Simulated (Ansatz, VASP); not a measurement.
HfC in VASP and in Ansatz

```xyz
4
Lattice="3.3133 0.0000 0.0000 -1.6566 2.8694 0.0000 0.0000 0.0000 5.0786" Properties=species:S:1:pos:R:3 pbc="T T T"
Hf    1.6566    0.9565    3.8090
Hf    0.0000    1.9129    1.2697
C     0.0000    0.0000    0.0000
C     0.0000    0.0000    2.5393
```

Alike in both runs: task single point; functional PBE; k mesh 15 × 15 × 8; occupations gaussian, width 0.1 eV; no spin polarisation.

|  | VASP | Ansatz |
| --- | --- | --- |
| version | VASP 6.6.1 | Ansatz 0.2.0 |
| potentials or method | VASP PAW PBE potentials, release 64 (Hf_pv, C), cutoff 520 eV | scalar-relativistic, plane waves, PAW |
| valence electrons in the cell | 28 | 60 |

|  | VASP | Ansatz | Ansatz less VASP |
| --- | --- | --- | --- |
| gap on the k mesh at the Fermi level (eV) | none | none | - |
| pressure (GPa) | 8.9 | 9.5 | +0.60 |
| traceless stress, the component that is largest in VASP (GPa) | 3.59 | 3.54 | -0.053 |

A gap of «none» marks a metal or a gap that the smearing closes. VASP's potentials hold 28 valence electrons a cell and Ansatz's 60, so a difference there can come from the potentials and not from the codes.

Neither program's run includes spin-orbit coupling.
